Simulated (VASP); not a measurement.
# SiNi in VASP: notebook

Runs on SiNi. Level: LDA. Tasks: single point.

Program: VASP 6.6.1. These are calculated values, not measurements. Logs are shortened: lines on timing, memory, paths and dates and some standing lists are left out, and cuts for length are marked.

## (1) The cell of the first run

Symmetry: Pm, No. 6, monoclinic system. The conventional cell has a = 2.943 Å, b = 3.280 Å, c = 4.677 Å, α = 90.00°, β = 90.00°, γ = 90.00°. Si (site symmetry m) has 7 Ni at 2.18 to 2.88 Å and 4 Si at 2.59 to 2.94 Å within 3.0 Å. Within 3.0 Å of Si (site symmetry m) lie 7 Ni at 2.30 to 2.82 Å and 4 Si at 2.59 to 2.94 Å. Within 3.0 Å of Ni (site symmetry m) lie 7 Si at 2.29 to 2.88 Å and 4 Ni at 2.53 to 2.94 Å. Within 3.0 Å of Ni (site symmetry m) lie 7 Si at 2.18 to 2.82 Å and 4 Ni at 2.53 to 2.94 Å.

## (2) Single point, LDA

INCAR reads:

```
SYSTEM = SiNi
PREC = Accurate
ENCUT = 520
EDIFF = 1E-6
ISMEAR = -1
SIGMA = 0.05
LREAL = .False.
LASPH = .True.
NELM = 80
ALGO = Normal
ISIF = 2
LWAVE = .False.
LCHARG = .True.
GGA = CA
LELF = .True.
LVHAR = .True.
NBANDS = 22
```

KPOINTS reads:

```
Automatic mesh
0
Gamma
  8 7 5
  0 0 0
```

POSCAR reads:

```
SiNi
1.0
    2.9427706600      0.0000000000      0.0000000000
    0.0000000000      3.2803255400      0.0000000000
    0.0000000000      0.0000000000      4.6774467600
Si Ni
2 2
Direct
   -0.0226052274     -0.0000097551      0.2408848369
    0.8533560002      0.5000104349      0.8189741533
    0.3468656304      0.0000097551      0.6710804336
    0.4890503428      0.4999897053      0.2690606787
```

Potentials or basis: VASP PAW LDA potentials, release 64 (Si, Ni).

Command:

```bash
$ cat potpaw_LDA.64/Si/POTCAR potpaw_LDA.64/Ni/POTCAR > POTCAR
$ mpirun -np 1 vasp_std > vasp.out
```

OUTCAR:

```text
SYSTEM = SiNi
   PREC = Accurate
   ENCUT = 520
   EDIFF = 1E-6
   ISMEAR = -1
   LREAL = .False.
   LASPH = .True.
   NELM = 80
   ISIF = 2
   GGA = CA

 ion  position               nearest neighbor table
   1  0.977  1.000  0.241-   4 2.18   4 2.18   4 2.23   4 2.23   3 2.29   2 2.59   2 2.59   3 2.74
                             3 2.88
   2  0.853  0.500  0.819-   3 2.30   3 2.30   3 2.32   3 2.32   4 2.36   1 2.59   1 2.59   4 2.79
                             4 2.82
   3  0.347  0.000  0.671-   1 2.29   2 2.30   2 2.30   2 2.32   2 2.32   4 2.53   4 2.53   1 2.74
                             1 2.88
   4  0.489  0.500  0.269-   1 2.18   1 2.18   1 2.23   1 2.23   2 2.36   3 2.53   3 2.53   2 2.79
                             2 2.82

  LATTYP: Found a simple orthorhombic cell.
 ALAT       =     2.9427706600
 B/A-ratio  =     1.1147064855
 C/A-ratio  =     1.5894703667

  Lattice vectors:

 A1 = (   2.9427706600,   0.0000000000,   0.0000000000)
 A2 = (   0.0000000000,   3.2803255400,   0.0000000000)
 A3 = (   0.0000000000,   0.0000000000,   4.6774467600)

Analysis of symmetry for initial positions (statically):
=====================================================================
 Subroutine PRICEL returns:
 Original cell was already a primitive cell.

 Routine SETGRP: Setting up the symmetry group for a
 simple orthorhombic supercell.

 Subroutine GETGRP returns: Found  1 space group operations
 (whereof  1 operations were pure point group operations)
 out of a pool of  8 trial point group operations.

The static configuration has the point symmetry C_1 .

Analysis of symmetry for dynamics (positions and initial velocities):
=====================================================================
 Subroutine PRICEL returns:
 Original cell was already a primitive cell.

 Routine SETGRP: Setting up the symmetry group for a
 simple orthorhombic supercell.

 Subroutine GETGRP returns: Found  1 space group operations
 (whereof  1 operations were pure point group operations)
 out of a pool of  8 trial point group operations.

The dynamic configuration has the point symmetry C_1 .

 Subroutine INISYM returns: Found  1 space group operations
 (whereof  1 operations are pure point group operations),
 and found     1 'primitive' translations

----------------------------------------------------------------------------------------

                                     Primitive cell

[... 93 lines left out ...]
   NELM   =     80;   NELMIN=  2; NELMDL= -5     # of ELM steps
   EDIFF  = 0.1E-05   stopping-criterion for ELM
   LREAL  =      F    real-space projection
   EDIFFG = 0.1E-04   stopping-criterion for IOM
   NSW    =      0    number of steps for IOM
   IBRION =     -1    ionic relax: 0-MD 1-quasi-New 2-CG
   NFREE  =      0    steps in history (QN), initial steepest desc. (CG)
   ISIF   =      2    stress and relaxation
   ISYM   =      2    0-nonsym 1-usesym 2-fastsym
   POTIM  = 0.5000    time-step for ionic-motion
   TEBEG  =    0.0;   TEEND  =   0.0 temperature during run
   PSTRESS=    0.0 pullay stress
   NELECT =      28.0000    total number of electrons
   NUPDOWN=      -1.0000    fix difference up-down
   EMIN   =  10.00;   EMAX   =-10.00  energy-range for DOS
   EFERMI =   0.00;   METHOD = LEGACY
   ISMEAR =    -1;   SIGMA  =   0.05  broadening in eV -4-tet -1-fermi 0-gaus
   EFERMI_NEDOS =   21; number of points for ismear=-14 and -15
   IALGO  =     38    algorithm
   IMIX   =      4    mixing-type and parameters
     AMIX     =   0.40;   BMIX     =  1.00
     AMIX_MAG =   1.60;   BMIX_MAG =  1.00
  volume/ion in A,a.u.               =      11.29        76.18
  Fermi-wavevector in a.u.,A,eV,Ry     =   1.396047  2.638147 26.517045  1.948948
  Thomas-Fermi vector in A             =   2.519440
   LORBIT       =      0    0 simple, 1 ext, 2 COOP (PROOUT), +10 PAW based schemes
   GGA     = CA    functional components
   LHFCALC =     F    Hartree Fock is set to
   AEXX    =    0.0000 exact exchange contribution
   IVDW    =     0    specifies the selected vdW correction
   LEPSILON=     F    determine dielectric tensor
   LRPA    =     F    only Hartree local field effects (RPA)
 non-spin polarized calculation
  energy-cutoff  :      520.00
  volume of cell :       45.15
 maximum number of plane-waves:      1230
 NGX is ok and might be reduce to    24
   NGX = 11   NGY = 13   NGZ = 17

 number of electron      28.0000017 magnetization

 Free energy of the ion-electron system (eV)
  ---------------------------------------------------
  ext. energy  EPLUGINS =         0.00000000
  ---------------------------------------------------
  free energy    TOTEN  =       -25.92554915 eV

  energy without entropy =      -25.91631963  energy(sigma->0) =      -25.92093439

 E-fermi :  11.6607     XC(G=0): -12.7752

 val. band max:       11.6492217662   @ k =  -0.2500   0.1429  -0.2000
 cond. band min:      11.6811540934   @ k =   0.5000   0.1429   0.0000
 fundamental gap:      0.0319323272
 Fermi energy:        11.6607234954

 k-point     1 :       0.0000    0.0000    0.0000
  band No.  band energies     occupation
      1      -2.2568      2.00000
      2       2.9232      2.00000
      3       4.8616      2.00000
      4       7.0997      2.00000
      5       7.6461      2.00000
      6       7.7320      2.00000
[... 589 lines left out ...]
     21      21.5396      0.00000
     22      22.0781      0.00000

 [... further k-points ...]

------------------------ aborting loop because EDIFF is reached ----------------------------------------

  FORCE on cell =-STRESS in cart. coord.  units (eV):
  Direction    XX          YY          ZZ          XY          YZ          ZX
  --------------------------------------------------------------------------------------
  -------------------------------------------------------------------------------------
  Total        1.3434075      6.1908277     -0.0790967     -0.0001910     -0.0003760      1.6729534
  in kB       47.6690113    219.6732050     -2.8066394     -0.0067777     -0.0133432     59.3625028
  external PRESSURE =      88.1785256 kB  Pullay stress =       0.0000000 kB

 VOLUME and BASIS-vectors are now :
 -----------------------------------------------------------------------------
  energy-cutoff  :      520.00
  volume of cell :       45.15
      direct lattice vectors                 reciprocal lattice vectors
     2.942770660  0.000000000  0.000000000     0.339815812  0.000000000  0.000000000
     0.000000000  3.280325540  0.000000000     0.000000000  0.304847793  0.000000000
     0.000000000  0.000000000  4.677446760     0.000000000  0.000000000  0.213791851

 POSITION                                       TOTAL-FORCE (eV/Angst)
 -----------------------------------------------------------------------------------
      2.87625      3.28029      1.12673        -0.003817      0.000108     -0.023684
      2.51123      1.64020      3.83071         0.008971     -0.000142      0.008595
      1.02075      0.00003      3.13894         0.008554     -0.000107      0.006120
      1.43916      1.64013      1.25852        -0.013708      0.000140      0.008969
 -----------------------------------------------------------------------------------
    total drift:                               -0.000157      0.000001      0.000599

  FREE ENERGIE OF THE ION-ELECTRON SYSTEM (eV)
  ---------------------------------------------------
  free  energy   TOTEN  =       -25.9255491483 eV

  energy  without entropy=      -25.9163196253  energy(sigma->0) =      -25.92093439
```

OSZICAR:

```text
N       E                     dE             d eps       ncg     rms          rms(c)
DAV:   1     0.145759079547E+03    0.14576E+03   -0.12557E+04  6212   0.153E+03
DAV:   2    -0.198896611626E+02   -0.16565E+03   -0.15665E+03  6270   0.290E+02
DAV:   3    -0.285379884711E+02   -0.86483E+01   -0.84198E+01  7490   0.794E+01
DAV:   4    -0.287385764189E+02   -0.20059E+00   -0.20031E+00  7186   0.110E+01
DAV:   5    -0.287450185066E+02   -0.64421E-02   -0.64414E-02  7678   0.209E+00    0.191E+01
DAV:   6    -0.318063034300E+02   -0.30613E+01   -0.50343E+01  7050   0.132E+02    0.221E+01
DAV:   7    -0.259442098342E+02    0.58621E+01   -0.16017E+01  7194   0.925E+01    0.407E+00
DAV:   8    -0.260196655818E+02   -0.75456E-01   -0.20050E+00  8780   0.214E+01    0.347E+00
DAV:   9    -0.260045287948E+02    0.15137E-01   -0.10169E+00  8678   0.250E+01    0.303E+00
DAV:  10    -0.259247173061E+02    0.79811E-01   -0.35810E-01  8370   0.138E+01    0.449E-01
DAV:  11    -0.259257759157E+02   -0.10586E-02   -0.15294E-02  7008   0.978E-01    0.274E-01
DAV:  12    -0.259256538487E+02    0.12207E-03   -0.17947E-03  7786   0.876E-01    0.108E-01
DAV:  13    -0.259255527894E+02    0.10106E-03   -0.58984E-04  7552   0.540E-01    0.309E-02
DAV:  14    -0.259255522308E+02    0.55866E-06   -0.43728E-05  9216   0.998E-02    0.191E-02
DAV:  15    -0.259255491950E+02    0.30357E-05   -0.71119E-06  7464   0.520E-02    0.542E-03
DAV:  16    -0.259255491483E+02    0.46768E-07   -0.14899E-06  3716   0.189E-02
   1 F= -.25925549E+02 E0= -.25920934E+02  d E =-.922952E-02
```

stdout:

```text
POSCAR found type information on POSCAR SiNi
 POSCAR found :  2 types and       4 ions
 scaLAPACK will be used
 LDA part: xc-table for (Slater(with rela. corr.)+CA(PZ))
 , standard interpolation
 POSCAR, INCAR and KPOINTS ok, starting setup
 FFT: planning ... GRIDC
 FFT: planning ... GRID_SOFT
 FFT: planning ... GRID
 WAVECAR not read
 entering main loop
```

Run time: 57 s. Hardware: 1 thread of Intel Xeon Platinum 8488C (Sapphire Rapids), shared host; peak memory 0.22 GiB.

What came out:

```yaml
Free_energy: -25.9255 eV
Pressure: 8.8 GPa
Largest_force: 0.024 eV/Å
Band_gap_on_the_k_mesh: zero (bands 14 and 15 overlap by 1.58 eV)
```

Forces in eV/Å, atoms in the order of the input:
```
Si  -0.004  0.000 -0.024
Si   0.009  0.000  0.009
Ni   0.009  0.000  0.006
Ni  -0.014  0.000  0.009
```

Stress tensor (GPa, compression positive):
```
 4.77  0.00  5.94
 0.00 21.97  0.00
 5.94  0.00 -0.28
```

Levels at points of the mesh, in eV from the Fermi level:
```csv
k point,band 10,band 11,band 12,band 13,band 14,band 15,band 16,band 17,band 18,band 19
"(0.00, 0.00, 0.00)",-2.43,-2.24,-1.99,-1.61,-1.34,1.97,3.71,3.96,4.63,6.39
"(0.50, 0.00, 0.00)",-2.20,-1.91,-1.90,-1.66,-0.20,0.42,1.24,3.64,4.35,4.65
```

Caveat: the stress differs along the axes, from -0 to 22 GPa. Spin polarisation is off, so any magnetic state and its effect on volume and gap are missing.

## (3) Single point, LDA

INCAR reads:

```
PREC     = Accurate       # precision mode
ENCUT    = 520            # plane-wave cutoff, eV
EDIFF    = 1E-6           # SCF threshold, eV
ISMEAR   = -1             # smearing method
SIGMA    = 0.05           # smearing width, eV
LREAL    = False          # projectors in reciprocal space
LASPH    = True           # aspherical terms in the spheres
NELM     = 80             # most SCF steps
ALGO     = Normal         # electronic algorithm
ISIF     = 2              # what is computed and relaxed
LWAVE    = False          # write WAVECAR
LCHARG   = False          # write CHGCAR
NBANDS   = 22             # bands
```

KPOINTS reads:

```
Automatic mesh
0
Gamma
  8 7 5
```

POSCAR reads:

```
SiNi
1.0
    2.9427706600      0.0000000000      0.0000000000
    0.0000000000      3.2803255400      0.0000000000
    0.0000000000      0.0000000000      4.6774467600
Si Ni
2 2
Direct
    0.0275023131     -0.0001082210      0.2465699898
    1.1419952107      0.5001046329      0.8204285793
    0.6476318477      0.0001103549      0.6693690299
    0.5162040048      0.4998930685      0.2636325036
```

Potentials or basis: VASP PAW LDA potentials, release 64 (Si, Ni).

Command:

```bash
$ cat potpaw_LDA.64/Si/POTCAR potpaw_LDA.64/Ni/POTCAR > POTCAR
$ mpirun -np 1 vasp_std > vasp.out
```

It took 56 s on 1 thread of Intel Xeon Platinum 8488C (Sapphire Rapids), shared host; peak memory 0.23 GiB.

The run converged. Its results:

```
Free energy            : -25.9310 eV
Pressure               : 9.0 GPa
Largest force          : 0.158 eV/Å
Band gap on the k mesh : zero (bands 14 and 15 overlap by 1.55 eV)
```

Forces in eV/Å, atoms in the order of the input:
```
Si   0.086  0.001  0.102
Si  -0.090 -0.001 -0.011
Ni  -0.096 -0.001  0.031
Ni   0.101  0.001 -0.122
```

Stress tensor (GPa, compression positive):
```
 4.70  0.01 -5.59
 0.01 21.78 -0.01
-5.59 -0.01  0.44
```

Levels at points of the mesh, in eV from the Fermi level:
```csv
k point,band 11,band 12,band 13,band 14,band 15,band 16,band 17,band 18
"(0.00, 0.00, 0.00)",-2.28,-2.00,-1.64,-1.33,1.88,3.73,3.94,4.75
"(0.50, 0.00, 0.00)",-1.94,-1.91,-1.71,-0.34,0.50,1.24,3.67,4.31
```

Caveat: the stress differs along the axes, from 0 to 22 GPa. Spin polarisation is off, so any magnetic state and its effect on volume and gap are missing.

The gap in the log of VASP goes by the Fermi energy; the results here count the filled bands.